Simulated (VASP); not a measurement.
Wanted: the native input for a VASP 6.6.1 run.

| Quantity | Value |
| --- | --- |
| Task | single point |
| Functional | PBE |
| Potentials or basis | VASP PAW PBE potentials, release 64 (Ni) |
| Cutoff | 520 eV |
| k mesh | 53 × 53 × 53 |
| Occupations | fermi-dirac, width 0.0612256 eV |
| Spin | no spin polarisation |
| Dipole correction | no |
| Further INCAR settings | ALGO = Normal; EDIFF = 1e-06; NBANDS = 11 |

The structure of Ni lies in POSCAR:

```
Ni
1.0
    0.0000000000      1.7327514770      1.7327514770
    1.7327514770      0.0000000000      1.7327514770
    1.7327514770      1.7327514770      0.0000000000
Ni
1
Direct
    0.0000000000      0.0000000000      0.0000000000
```

These files were run (other wordings do the same):

INCAR

```
PREC = Accurate
ENCUT = 520
EDIFF = 1E-6
ISMEAR = -1
SIGMA = 0.06122561905347299
LREAL = False
LASPH = True
NELM = 100
ALGO = Normal
ISIF = 2
LWAVE = False
LCHARG = True
GGA = PE
LELF = True
LVHAR = True
NBANDS = 11
```

KPOINTS

```
regular mesh
0
Gamma
  53 53 53
```

Potentials or basis: VASP PAW PBE potentials, release 64 (Ni).

Run with:

```console
$ cat potpaw_PBE.64/Ni/POTCAR > POTCAR
$ mpirun -np 1 vasp_std > vasp.out
```

Results of the run:

| Item | Value |
| --- | --- |
| Pressure | 8.9 GPa |
| Band gap on the k mesh | zero (bands 5 and 6 overlap by 1.03 eV) |

Caveat: the cell stands under pressure; the run has no spin polarisation, though such a crystal can be magnetic.

It took 4.2 min on 1 thread of AMD EPYC 7R13 Processor (Zen 3), with other jobs on the host, peak memory 0.47 GiB.
